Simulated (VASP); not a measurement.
# AlGa3N4 (R3m) in VASP: notebook, part 2 of 2

VASP 6.6.1. Earlier steps stand in the parts before.

## Step 3: Single point, LDA

Contents of INCAR:

```
SYSTEM = AlGa3N4
PREC = Accurate ; ENCUT = 520
EDIFF = 1E-6 ; ISMEAR = 0
SIGMA = 0.05 ; LREAL = .False.
LASPH = .True. ; NELM = 100
ALGO = Normal ; ISIF = 2
LWAVE = .False. ; LCHARG = .False.
NBANDS = 41
```

Contents of KPOINTS:

```
Automatic mesh
0
Gamma
  6 6 6
  0 0 0
```

Contents of POSCAR:

```
AlGa3N4
1.0
    4.5510656502     -0.2021709988     -0.2021709988
   -0.2021709988      4.5510656502     -0.2021709988
   -0.2021709988     -0.2021709988      4.5510656502
Al Ga N
1 3 4
Direct
    0.0000000000      0.0000000000      0.0000000000
    0.5000000000      0.5000000000      0.0000000000
    0.5000000000      0.0000000000      0.5000000000
    0.0000000000      0.5000000000      0.5000000000
    0.7548078379      0.7548078379      0.2451921621
    0.7548078379      0.2451921621      0.7548078379
    0.2451921621      0.7548078379      0.7548078379
    0.2451921621      0.2451921621      0.2451921621
```

Potentials or basis: VASP PAW LDA potentials, release 64 (Al, Ga_d, N).

Command:

```
cat potpaw_LDA.64/Al/POTCAR potpaw_LDA.64/Ga_d/POTCAR potpaw_LDA.64/N/POTCAR > POTCAR
mpirun -np 1 vasp_std > vasp.out
```

OUTCAR:

```text
SYSTEM = AlGa3N4
   PREC = Accurate
   ENCUT = 520
   EDIFF = 1E-6
   ISMEAR = 0
   LREAL = .False.
   LASPH = .True.
   NELM = 100
   ISIF = 2

 ion  position               nearest neighbor table
   1  0.000  0.000  0.000-   8 1.76   6 1.99   7 1.99   5 1.99   3 3.08   4 3.08   2 3.08   4 3.08
                             3 3.08   2 3.08
   2  0.500  0.500  0.000-   5 1.81   8 2.04   7 2.05   6 2.05   1 3.08   1 3.08
   3  0.500  0.000  0.500-   6 1.81   8 2.04   7 2.05   5 2.05   1 3.08   1 3.08
   4  0.000  0.500  0.500-   7 1.81   8 2.04   5 2.05   6 2.05   1 3.08   1 3.08
   5  0.755  0.755  0.245-   2 1.81   1 1.99   3 2.05   4 2.05
   6  0.755  0.245  0.755-   3 1.81   1 1.99   2 2.05   4 2.05
   7  0.245  0.755  0.755-   4 1.81   1 1.99   3 2.05   2 2.05
   8  0.245  0.245  0.245-   1 1.76   2 2.04   3 2.04   4 2.04

  LATTYP: Found a trigonal (rhomboedric) cell.
 ALAT       =     4.5600378044
 COS(alpha) =    -0.0865306647

  Lattice vectors:

 A1 = (   4.5510656502,  -0.2021709988,  -0.2021709988)
 A2 = (  -0.2021709988,   4.5510656502,  -0.2021709988)
 A3 = (  -0.2021709988,  -0.2021709988,   4.5510656502)

Analysis of symmetry for initial positions (statically):
=====================================================================
 Subroutine PRICEL returns:
 Original cell was already a primitive cell.

 Routine SETGRP: Setting up the symmetry group for a
 trigonal (rhombohedral) supercell.

 Subroutine GETGRP returns: Found  6 space group operations
 (whereof  6 operations were pure point group operations)
 out of a pool of 12 trial point group operations.

The static configuration has the point symmetry C_3v.

Analysis of symmetry for dynamics (positions and initial velocities):
=====================================================================
 Subroutine PRICEL returns:
 Original cell was already a primitive cell.

 Routine SETGRP: Setting up the symmetry group for a
 trigonal (rhombohedral) supercell.

 Subroutine GETGRP returns: Found  6 space group operations
 (whereof  6 operations were pure point group operations)
 out of a pool of 12 trial point group operations.

The dynamic configuration has the point symmetry C_3v.

 Subroutine INISYM returns: Found  6 space group operations
 (whereof  6 operations are pure point group operations),
 and found     1 'primitive' translations

----------------------------------------------------------------------------------------

                                     Primitive cell

  volume of cell :      93.6880

  direct lattice vectors                    reciprocal lattice vectors
     4.551065650 -0.202170999 -0.202170999     0.220640055  0.010257094  0.010257094
    -0.202170999  4.551065650 -0.202170999     0.010257094  0.220640055  0.010257094
    -0.202170999 -0.202170999  4.551065650     0.010257094  0.010257094  0.220640055

  length of vectors
     4.560037804  4.560037804  4.560037804     0.221116371  0.221116371  0.221116371

  position of ions in fractional coordinates (direct lattice)
     0.000000000  0.000000000  0.000000000
     0.500000000  0.500000000  0.000000000
     0.500000000  0.000000000  0.500000000
     0.000000000  0.500000000  0.500000000
     0.754807838  0.754807838  0.245192162
     0.754807838  0.245192162  0.754807838
     0.245192162  0.754807838  0.754807838
[... 42 lines left out ...]
  0.166667  0.000000  0.000000      6.000000
  0.333333  0.000000  0.000000      6.000000
  0.500000  0.000000  0.000000      3.000000
  0.166667  0.166667  0.000000      6.000000
  0.333333  0.166667  0.000000     12.000000
[... 16 lines left out ...]
  0.500000  0.500000  0.166667      6.000000
 -0.333333  0.500000  0.166667     12.000000
 [... further k-points ...]
   k-points           NKPTS =     32   k-points in BZ     NKDIM =     32   number of bands    NBANDS=     41
   number of dos      NEDOS =    301   number of ions     NIONS =      8
   total plane-waves  NPLWV =  46656
   dimension x,y,z NGX =    36 NGY =   36 NGZ =   36
   dimension x,y,z NGXF=    72 NGYF=   72 NGZF=   72
   ions per type =               1   3   4
   NGX,Y,Z   is equivalent  to a cutoff of  13.12, 13.12, 13.12 a.u.
   NGXF,Y,Z  is equivalent  to a cutoff of  26.25, 26.25, 26.25 a.u.
 SYSTEM =  AlGa3N4
   PREC   = accura    normal or accurate (medium, high low for compatibility)
   ISTART =      0    job   : 0-new  1-cont  2-samecut
   ICHARG =      2    charge: 1-file 2-atom 10-const
   ISPIN  =      1    spin polarized calculation?
   LNONCOLLINEAR =      F non collinear calculations
   LSORBIT =      F    spin-orbit coupling
   LASPH  =      T    aspherical Exc in radial PAW
   ENCUT  =  520.0 eV  38.22 Ry    6.18 a.u.   8.48  8.48  8.48*2*pi/ulx,y,z
   NELM   =    100;   NELMIN=  2; NELMDL= -5     # of ELM steps
   EDIFF  = 0.1E-05   stopping-criterion for ELM
   LREAL  =      F    real-space projection
   EDIFFG = 0.1E-04   stopping-criterion for IOM
   NSW    =      0    number of steps for IOM
   IBRION =     -1    ionic relax: 0-MD 1-quasi-New 2-CG
   NFREE  =      0    steps in history (QN), initial steepest desc. (CG)
   ISIF   =      2    stress and relaxation
   ISYM   =      2    0-nonsym 1-usesym 2-fastsym
   POTIM  = 0.5000    time-step for ionic-motion
   TEBEG  =    0.0;   TEEND  =   0.0 temperature during run
   PSTRESS=    0.0 pullay stress
   NELECT =      62.0000    total number of electrons
   NUPDOWN=      -1.0000    fix difference up-down
   EMIN   =  10.00;   EMAX   =-10.00  energy-range for DOS
   EFERMI =   0.00;   METHOD = LEGACY
   ISMEAR =     0;   SIGMA  =   0.05  broadening in eV -4-tet -1-fermi 0-gaus
   EFERMI_NEDOS =   21; number of points for ismear=-14 and -15
   IALGO  =     38    algorithm
   IMIX   =      4    mixing-type and parameters
     AMIX     =   0.40;   BMIX     =  1.00
     AMIX_MAG =   1.60;   BMIX_MAG =  1.00
  volume/ion in A,a.u.               =      11.71        79.03
  Fermi-wavevector in a.u.,A,eV,Ry     =   1.426628  2.695936 27.691494  2.035267
  Thomas-Fermi vector in A             =   2.546885
   LORBIT       =      0    0 simple, 1 ext, 2 COOP (PROOUT), +10 PAW based schemes
   GGA     = CA    functional components
   LHFCALC =     F    Hartree Fock is set to
   AEXX    =    0.0000 exact exchange contribution
   IVDW    =     0    specifies the selected vdW correction
   LEPSILON=     F    determine dielectric tensor
   LRPA    =     F    only Hartree local field effects (RPA)
 non-spin polarized calculation
 Gauss-broadening in eV      SIGMA  =   0.05
  energy-cutoff  :      520.00
  volume of cell :       93.69
 maximum number of plane-waves:      2589
 NGX is ok and might be reduce to    36
   NGX = 17   NGY = 17   NGZ = 17

 number of electron      62.0000042 magnetization

 Free energy of the ion-electron system (eV)
  ---------------------------------------------------
  ext. energy  EPLUGINS =         0.00000000
  ---------------------------------------------------
  free energy    TOTEN  =       -56.58795954 eV

  energy without entropy =      -56.58795954  energy(sigma->0) =      -56.58795954

 E-fermi :   5.1542     XC(G=0): -11.6814

 val. band max:        4.8811798936   @ k =   0.0000   0.0000   0.0000
 cond. band min:       6.4021910174   @ k =   0.0000   0.0000   0.0000
 fundamental gap:      1.5210111238
 Fermi energy:         5.1542358945

 k-point     1 :       0.0000    0.0000    0.0000
  band No.  band energies     occupation
      1     -10.6313      2.00000
      2      -9.7864      2.00000
      3      -9.7864      2.00000
      4      -9.4668      2.00000
      5      -8.6300      2.00000
      6      -8.6300      2.00000
[... 1045 lines left out ...]
     40      14.2860      0.00000
     41      14.5654      0.00000

 [... further k-points ...]
[... 5 lines left out ...]
  --------------------------------------------------------------------------------------
  -------------------------------------------------------------------------------------
  Total       -4.4488720     -4.4488720     -4.4488720     10.2823068     10.2823068     10.2823068
  in kB      -76.0810555    -76.0810555    -76.0810555    175.8397959    175.8397959    175.8397959
  external PRESSURE =     -76.0810555 kB  Pullay stress =       0.0000000 kB

 VOLUME and BASIS-vectors are now :
 -----------------------------------------------------------------------------
  energy-cutoff  :      520.00
  volume of cell :       93.69
      direct lattice vectors                 reciprocal lattice vectors
     4.551065650 -0.202170999 -0.202170999     0.220640055  0.010257094  0.010257094
    -0.202170999  4.551065650 -0.202170999     0.010257094  0.220640055  0.010257094
    -0.202170999 -0.202170999  4.551065650     0.010257094  0.010257094  0.220640055

 POSITION                                       TOTAL-FORCE (eV/Angst)
 -----------------------------------------------------------------------------------
      0.00000      0.00000      0.00000        -1.051872     -1.051872     -1.051872
      2.17445      2.17445     -0.20217        -1.084147     -1.084147     -0.951238
      2.17445     -0.20217      2.17445        -1.084147     -0.951238     -1.084147
     -0.20217      2.17445      2.17445        -0.951238     -1.084147     -1.084147
      3.23301      3.23301      0.81069         1.071950      1.071950      0.916496
      3.23301      0.81069      3.23301         1.071950      0.916496      1.071950
      0.81069      3.23301      3.23301         0.916496      1.071950      1.071950
      1.01674      1.01674      1.01674         1.111009      1.111009      1.111009
 -----------------------------------------------------------------------------------
    total drift:                                0.000451      0.000451      0.000450

  FREE ENERGIE OF THE ION-ELECTRON SYSTEM (eV)
  ---------------------------------------------------
  free  energy   TOTEN  =       -56.5879595425 eV

  energy  without entropy=      -56.5879595425  energy(sigma->0) =      -56.58795954
```

Run time: 47 s. Hardware: 1 thread of Intel Xeon 6975P-C (Granite Rapids), shared host; peak memory 0.23 GiB.

What came out:

```
Free energy            : -56.5880 eV
Pressure               : -7.6 GPa
Largest force          : 1.924 eV/Å
Band gap on the k mesh : 1.52 eV, direct
```

Forces on the atoms (eV/Å):
```
Al  -1.052 -1.052 -1.052
Ga  -1.084 -1.084 -0.951
Ga  -1.084 -0.951 -1.084
Ga  -0.951 -1.084 -1.084
N    1.072  1.072  0.916
N    1.072  0.916  1.072
N    0.916  1.072  1.072
N    1.111  1.111  1.111
```

Stress tensor (GPa, compression positive):
```
-7.61 17.58 17.58
17.58 -7.61 17.58
17.58 17.58 -7.61
```

Caveat: forces of over 1 eV/Å act on the atoms, so gaps and moduli don't describe the material at rest. A hybrid or GW would open this gap; LDA tends to underestimate it.
